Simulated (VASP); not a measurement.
# VH2 (Fm-3m) in VASP: further runs

The runs below take VH2 through single point, with LDA.

Everything below comes from runs of VASP 6.6.1. Logs are shortened: lines on timing, memory, paths and dates and some standing lists are left out, and cuts for length are marked.

**1. The cell of the first run**

The structure is cubic, space group Fm-3m (No. 225). Conventional cell: a = 3.499 Å, b = 3.499 Å, c = 3.499 Å, α = 90.00°, β = 90.00°, γ = 90.00°. Within 2.0 Å of V (site symmetry m-3m) lie 8 H at 1.52 Å. Within 2.0 Å of H (site symmetry -43m) lie 4 V at 1.52 Å and 6 H at 1.75 Å.

**2. Single point, LDA, collinear spin, ferromagnetic start**

File INCAR:

```
PREC = Accurate
ENCUT = 520
EDIFF = 1E-6
ISMEAR = -1
SIGMA = 0.05
LREAL = False
LASPH = True
NELM = 150
ALGO = Normal
ISIF = 2
LWAVE = False
LCHARG = False
ISPIN = 2
MAGMOM = 1.5 0 0
LORBIT = 11
LMAXMIX = 4
GGA = CA
NBANDS = 18
```

File KPOINTS:

```
regular mesh
0
Gamma
  15 15 15
```

File POSCAR:

```
VH2
1.0
    0.0000000000      1.7496605734      1.7496605734
    1.7496605734      0.0000000000      1.7496605734
    1.7496605734      1.7496605734      0.0000000000
V H
1 2
Direct
    0.0000000000      0.0000000000      0.0000000000
    0.2500000000      0.2500000000      0.2500000000
    0.7500000000      0.7500000000      0.7500000000
```

Potentials or basis: VASP PAW LDA potentials, release 64 (V_sv, H).

Started as:

```
> cat potpaw_LDA.64/V_sv/POTCAR potpaw_LDA.64/H/POTCAR > POTCAR
> mpirun -np 1 vasp_std > vasp.out
```

OUTCAR:

```text
PREC = Accurate
   ENCUT = 520
   EDIFF = 1E-6
   ISMEAR = -1
   LREAL = False
   LASPH = True
   NELM = 150
   ISIF = 2
   ISPIN = 2
   LORBIT = 11
   GGA = CA

 ion  position               nearest neighbor table
   1  0.000  0.000  0.000-   3 1.52   3 1.52   3 1.52   2 1.52   3 1.52   2 1.52   2 1.52   2 1.52

   2  0.250  0.250  0.250-   1 1.52   1 1.52   1 1.52   1 1.52
   3  0.750  0.750  0.750-   1 1.52   1 1.52   1 1.52   1 1.52

  LATTYP: Found a face centered cubic cell.
 ALAT       =     3.4993211468

  Lattice vectors:

 A1 = (   0.0000000000,   1.7496605734,   1.7496605734)
 A2 = (   1.7496605734,   0.0000000000,   1.7496605734)
 A3 = (   1.7496605734,   1.7496605734,   0.0000000000)

Analysis of symmetry for initial positions (statically):
=====================================================================
 Subroutine PRICEL returns:
 Original cell was already a primitive cell.

 Routine SETGRP: Setting up the symmetry group for a
 face centered cubic supercell.

 Subroutine GETGRP returns: Found 48 space group operations
 (whereof 48 operations were pure point group operations)
 out of a pool of 48 trial point group operations.

The static configuration has the point symmetry O_h .

Analysis of symmetry for dynamics (positions and initial velocities):
=====================================================================
 Subroutine PRICEL returns:
 Original cell was already a primitive cell.

 Routine SETGRP: Setting up the symmetry group for a
 face centered cubic supercell.

 Subroutine GETGRP returns: Found 48 space group operations
 (whereof 48 operations were pure point group operations)
 out of a pool of 48 trial point group operations.

The dynamic configuration has the point symmetry O_h .

Analysis of structural, dynamic, and magnetic symmetry:
=====================================================================
 Subroutine PRICEL returns:
 Original cell was already a primitive cell.

 Routine SETGRP: Setting up the symmetry group for a
 face centered cubic supercell.

 Subroutine GETGRP returns: Found 48 space group operations
 (whereof 48 operations were pure point group operations)
 out of a pool of 48 trial point group operations.

The overall configuration has the point symmetry O_h .

 Subroutine INISYM returns: Found 48 space group operations
 (whereof 48 operations are pure point group operations),
 and found     1 'primitive' translations

----------------------------------------------------------------------------------------

                                     Primitive cell

  volume of cell :      10.7125

  direct lattice vectors                    reciprocal lattice vectors
     0.000000000  1.749660573  1.749660573    -0.285769713  0.285769713  0.285769713
     1.749660573  0.000000000  1.749660573     0.285769713 -0.285769713  0.285769713
     1.749660573  1.749660573  0.000000000     0.285769713  0.285769713 -0.285769713

  length of vectors
     2.474393712  2.474393712  2.474393712     0.494967662  0.494967662  0.494967662

  position of ions in fractional coordinates (direct lattice)
     0.000000000  0.000000000  0.000000000
     0.250000000  0.250000000  0.250000000
     0.750000000  0.750000000  0.750000000

  ion indices of the primitive-cell ions
   primitive index   ion index
                 1           1
                 2           2
                 3           3

----------------------------------------------------------------------------------------

 KPOINTS: regular mesh

Automatic generation of k-mesh.
 Grid dimensions read from file:
 generate k-points for:   15   15   15

 Generating k-lattice:

  Cartesian coordinates                     Fractional coordinates (reciprocal lattice)
    -0.019051314  0.019051314  0.019051314     0.066666667  0.000000000  0.000000000
     0.019051314 -0.019051314  0.019051314     0.000000000  0.066666667  0.000000000
     0.019051314  0.019051314 -0.019051314     0.000000000  0.000000000  0.066666667

  Length of vectors
     0.032997844  0.032997844  0.032997844

  Shift w.r.t. Gamma in fractional coordinates (k-lattice)
     0.000000000  0.000000000  0.000000000

 Subroutine IBZKPT returns following result:
 ===========================================

 Found    120 irreducible k-points:

 Following reciprocal coordinates:
            Coordinates               Weight
  0.000000  0.000000  0.000000      1.000000
  0.066667  0.000000  0.000000      8.000000
  0.133333  0.000000  0.000000      8.000000
  0.200000  0.000000  0.000000      8.000000
  0.266667  0.000000  0.000000      8.000000
  0.333333  0.000000  0.000000      8.000000
[... 16 lines left out ...]
  0.133333  0.133333  0.000000      6.000000
  0.200000  0.133333  0.000000     24.000000
 [... further k-points ...]
   k-points           NKPTS =    120   k-points in BZ     NKDIM =    120   number of bands    NBANDS=     18
   number of dos      NEDOS =    301   number of ions     NIONS =      3
   total plane-waves  NPLWV =   5832
   dimension x,y,z NGX =    18 NGY =   18 NGZ =   18
   dimension x,y,z NGXF=    36 NGYF=   36 NGZF=   36
   ions per type =               1   2
   NGX,Y,Z   is equivalent  to a cutoff of  12.09, 12.09, 12.09 a.u.
   NGXF,Y,Z  is equivalent  to a cutoff of  24.19, 24.19, 24.19 a.u.
 SYSTEM =  unknown system
   PREC   = accura    normal or accurate (medium, high low for compatibility)
   ISTART =      0    job   : 0-new  1-cont  2-samecut
   ICHARG =      2    charge: 1-file 2-atom 10-const
   ISPIN  =      2    spin polarized calculation?
   LNONCOLLINEAR =      F non collinear calculations
   LSORBIT =      F    spin-orbit coupling
   LASPH  =      T    aspherical Exc in radial PAW
   ENCUT  =  520.0 eV  38.22 Ry    6.18 a.u.   4.60  4.60  4.60*2*pi/ulx,y,z
   NELM   =    150;   NELMIN=  2; NELMDL= -5     # of ELM steps
   EDIFF  = 0.1E-05   stopping-criterion for ELM
   LREAL  =      F    real-space projection
[... 7 lines left out ...]
   TEBEG  =    0.0;   TEEND  =   0.0 temperature during run
   PSTRESS=    0.0 pullay stress
   NELECT =      15.0000    total number of electrons
   NUPDOWN=      -1.0000    fix difference up-down
   EMIN   =  10.00;   EMAX   =-10.00  energy-range for DOS
   EFERMI =   0.00;   METHOD = LEGACY
   ISMEAR =    -1;   SIGMA  =   0.05  broadening in eV -4-tet -1-fermi 0-gaus
   EFERMI_NEDOS =   21; number of points for ismear=-14 and -15
   IALGO  =     38    algorithm
   IMIX   =      4    mixing-type and parameters
     AMIX     =   0.40;   BMIX     =  1.00
     AMIX_MAG =   1.60;   BMIX_MAG =  1.00
  volume/ion in A,a.u.               =       3.57        24.10
  Fermi-wavevector in a.u.,A,eV,Ry     =   1.831505  3.461043 45.639527  3.354411
  Thomas-Fermi vector in A             =   2.885745
   LORBIT       =     11    0 simple, 1 ext, 2 COOP (PROOUT), +10 PAW based schemes
   GGA     = CA    functional components
   LHFCALC =     F    Hartree Fock is set to
   AEXX    =    0.0000 exact exchange contribution
   IVDW    =     0    specifies the selected vdW correction
   LEPSILON=     F    determine dielectric tensor
   LRPA    =     F    only Hartree local field effects (RPA)
 spin polarized calculation
  energy-cutoff  :      520.00
  volume of cell :       10.71
 maximum number of plane-waves:       302
   NGX =  9   NGY =  9   NGZ =  9

 number of electron      14.9999993 magnetization      -0.0008611

 number of electron      14.9999993 magnetization       0.0001115

 Free energy of the ion-electron system (eV)
  ---------------------------------------------------
  ext. energy  EPLUGINS =         0.00000000
  ---------------------------------------------------
  free energy    TOTEN  =       -13.95636512 eV

  energy without entropy =      -13.95002035  energy(sigma->0) =      -13.95319273

 E-fermi :  16.0381     XC(G=0): -15.7465

 val. band max:       16.0290969053   @ k =  -0.4000   0.2667   0.0667
 cond. band min:      16.0447156868   @ k =  -0.4667   0.2667   0.1333
 fundamental gap:      0.0156187815
 Fermi energy:        16.0381101794

 spin component 1

 k-point     1 :       0.0000    0.0000    0.0000
  band No.  band energies     occupation
      1     -47.7871      1.00000
      2     -20.8737      1.00000
      3     -20.8737      1.00000
      4     -20.8736      1.00000
      5       1.7373      1.00000
      6      14.0701      1.00000
[... 10 lines left out ...]
     17      46.7091      0.00000
     18      46.7091      0.00000

 k-point     2 :       0.0667    0.0000    0.0000
  band No.  band energies     occupation
      1     -47.7627      1.00000
      2     -20.9890      1.00000
      3     -20.8855      1.00000
      4     -20.8855      1.00000
      5       1.9588      1.00000
      6      13.1886      1.00000
[... 10 lines left out ...]
     17      46.4739      0.00000
     18      46.4739      0.00000

 k-point     3 :       0.1333    0.0000    0.0000
  band No.  band energies     occupation
      1     -47.6930      1.00000
      2     -21.3086      1.00000
      3     -20.9189      1.00000
      4     -20.9189      1.00000
      5       2.5754      1.00000
      6      11.7232      1.00000
[... 412 lines left out ...]
 k-point    23 :       0.1333    0.1333    0.0000
  band No.  band energies     occupation
      1     -47.6618      1.00000
      2     -21.3150      1.00000
      3     -21.0013      1.00000
      4     -21.0013      1.00000
      5       2.8797      1.00000
      6      11.0282      1.00000
[... 10 lines left out ...]
     17      46.0944      0.00000
     18      47.5037      0.00000

 k-point    24 :       0.2000    0.1333    0.0000
  band No.  band energies     occupation
      1     -47.5843      1.00000
      2     -21.6112      1.00000
      3     -21.0652      1.00000
      4     -21.0521      1.00000
      5       3.5739      1.00000
      6      10.0496      1.00000
[... 10 lines left out ...]
     17      47.6169      0.00000
     18      49.0089      0.00000

 [... further k-points ...]

 spin component 2

 k-point     1 :       0.0000    0.0000    0.0000
  band No.  band energies     occupation
      1     -47.7871      1.00000
      2     -20.8736      1.00000
      3     -20.8736      1.00000
      4     -20.8736      1.00000
      5       1.7373      1.00000
      6      14.0700      1.00000
[... 10 lines left out ...]
     17      46.7089      0.00000
     18      46.7089      0.00000

 k-point     2 :       0.0667    0.0000    0.0000
  band No.  band energies     occupation
      1     -47.7626      1.00000
      2     -20.9890      1.00000
      3     -20.8855      1.00000
      4     -20.8855      1.00000
      5       1.9589      1.00000
      6      13.1886      1.00000
[... 10 lines left out ...]
     17      46.4737      0.00000
     18      46.4737      0.00000

 k-point     3 :       0.1333    0.0000    0.0000
  band No.  band energies     occupation
      1     -47.6930      1.00000
      2     -21.3086      1.00000
      3     -20.9189      1.00000
      4     -20.9189      1.00000
      5       2.5754      1.00000
      6      11.7233      1.00000
[... 412 lines left out ...]
 k-point    23 :       0.1333    0.1333    0.0000
  band No.  band energies     occupation
      1     -47.6618      1.00000
      2     -21.3150      1.00000
      3     -21.0013      1.00000
      4     -21.0013      1.00000
      5       2.8797      1.00000
      6      11.0282      1.00000
[... 10 lines left out ...]
     17      46.0944      0.00000
     18      47.5036      0.00000

 k-point    24 :       0.2000    0.1333    0.0000
  band No.  band energies     occupation
      1     -47.5843      1.00000
      2     -21.6112      1.00000
      3     -21.0652      1.00000
      4     -21.0521      1.00000
      5       3.5739      1.00000
      6      10.0497      1.00000
[... 10 lines left out ...]
     17      47.6168      0.00000
     18      49.0088      0.00000

 [... further k-points ...]

------------------------ aborting loop because EDIFF is reached ----------------------------------------

  FORCE on cell =-STRESS in cart. coord.  units (eV):
  Direction    XX          YY          ZZ          XY          YZ          ZX
  --------------------------------------------------------------------------------------
  -------------------------------------------------------------------------------------
  Total       18.2593392     18.2593392     18.2593392     -0.0000000      0.0000000      0.0000000
  in kB     2730.8901283   2730.8901283   2730.8901283     -0.0000000      0.0000000      0.0000000
  external PRESSURE =    2730.8901283 kB  Pullay stress =       0.0000000 kB

 VOLUME and BASIS-vectors are now :
 -----------------------------------------------------------------------------
  energy-cutoff  :      520.00
  volume of cell :       10.71
      direct lattice vectors                 reciprocal lattice vectors
     0.000000000  1.749660573  1.749660573    -0.285769713  0.285769713  0.285769713
     1.749660573  0.000000000  1.749660573     0.285769713 -0.285769713  0.285769713
     1.749660573  1.749660573  0.000000000     0.285769713  0.285769713 -0.285769713

 POSITION                                       TOTAL-FORCE (eV/Angst)
 -----------------------------------------------------------------------------------
      0.00000      0.00000      0.00000        -0.000000      0.000000      0.000000
      0.87483      0.87483      0.87483         0.000000      0.000000      0.000000
      2.62449      2.62449      2.62449        -0.000000     -0.000000     -0.000000
 -----------------------------------------------------------------------------------
    total drift:                                0.000000      0.000000     -0.000000

  FREE ENERGIE OF THE ION-ELECTRON SYSTEM (eV)
  ---------------------------------------------------
  free  energy   TOTEN  =       -13.9563651166 eV

  energy  without entropy=      -13.9500203518  energy(sigma->0) =      -13.95319273

 total charge

# of ion       s       p       d       tot
------------------------------------------
    1        2.424   6.613   4.175  13.212
    2        0.745   0.086   0.000   0.831
    3        0.745   0.086   0.000   0.831
--------------------------------------------------
tot          3.914   6.784   4.175  14.873

 magnetization (x)

# of ion       s       p       d       tot
------------------------------------------
    1        0.000   0.000  -0.000  -0.000
    2        0.000  -0.000   0.000   0.000
    3        0.000  -0.000   0.000   0.000
--------------------------------------------------
tot          0.000   0.000  -0.000  -0.000
```

It took 69 s on 1 thread of Intel Xeon 8259CL, shared host; peak memory 0.15 GiB.

What came out:

| Property | Result |
| --- | --- |
| Free energy | -13.9564 eV |
| Pressure | 273.1 GPa |
| Net moment | 0.00 μB per cell |
| Valence electrons inside the program's atomic spheres | V 13.21; H 0.83 |

Caveat: the cell stands under pressure.

**3. Single point, LDA, collinear spin, ferromagnetic start (3.57 Å³/atom)**

File INCAR:

```
SYSTEM = VH2
PREC = Accurate ; ENCUT = 520
EDIFF = 1E-6 ; ISMEAR = -1
SIGMA = 0.05 ; LREAL = .False.
LASPH = .True. ; NELM = 150
ALGO = Normal ; ISIF = 2
LWAVE = .False. ; LCHARG = .False.
ISPIN = 2 ; MAGMOM = 1.5 0 0
LORBIT = 11 ; LMAXMIX = 4
NBANDS = 18
```

File KPOINTS:

```
Automatic mesh
0
Gamma
  15 15 15
  0 0 0
```

POSCAR is that of step 2.

Potentials or basis: VASP PAW LDA potentials, release 64 (V_sv, H).

Started as:

```
> cat potpaw_LDA.64/V_sv/POTCAR potpaw_LDA.64/H/POTCAR > POTCAR
> mpirun -np 1 vasp_std > vasp.out
```

It took 72 s on 1 thread of Intel Xeon 8259CL, shared host; peak memory 0.15 GiB.

Results (log left out):

```
Free energy                                           : -13.9564 eV
Pressure                                              : 273.1 GPa
Net moment                                            : 0.00 μB per cell
Valence electrons inside the program's atomic spheres : V 13.21; H 0.83
```

Levels at points of the mesh, in eV from the Fermi level:
Spin up:
```
           k point  band 4  band 5  band 6  band 7  band 8  band 9  band 10  band 11  band 12  band 13
(0.00, 0.00, 0.00)  -36.91  -14.30   -1.97   -1.97   -1.97    1.64     1.64     1.95    22.01    22.69
```
Spin down:
```csv
k point,band 6,band 7,band 8,band 9,band 10,band 11
"(0.00, 0.00, 0.00)",-1.97,-1.97,-1.97,1.64,1.64,1.95
```

Caveat: the cell stands under pressure.

(Part 1 of 2 ends here.)
